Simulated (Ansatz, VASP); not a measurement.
## GaS2: VASP beside Ansatz

```
Ga S
1.0
     3.35092    0.00000    0.00000
    -1.67546    2.90198    0.00000
     0.00000    0.00000    7.20894
Ga S
1 2
Direct
  0.00000 0.00000 0.00000
  0.33333 0.66667 0.20832
  0.66667 0.33333 0.79168
```

Change from the starting cell: species swapped into the VSe2 type (P-3m1, No. 164).

Alike in both runs: functional PBE; k mesh 18 × 18 × 8; occupations gaussian, width 0.1 eV; no spin polarisation.

Ansatz relaxed the structure, and its values are those at the end. VASP's run is a single point on that final structure, the one shown.

|  | VASP | Ansatz |
| --- | --- | --- |
| version | VASP 6.6.1 | Ansatz 0.2.0 |
| potentials or method | VASP PAW PBE potentials, release 64 (Ga_d, S), cutoff 520 eV | scalar-relativistic, plane waves, PAW |
| valence electrons in the cell | 25 | 25 |

|  | VASP | Ansatz | Ansatz less VASP |
| --- | --- | --- | --- |
| gap on the k mesh at the Fermi level (eV) | none | none | - |
| pressure (GPa) | 0.0 | 0.0 | +0.02 |

A gap of «none» marks a metal or a gap that the smearing closes. The functional is the same, so the differences come from potentials, cutoffs and numerics.
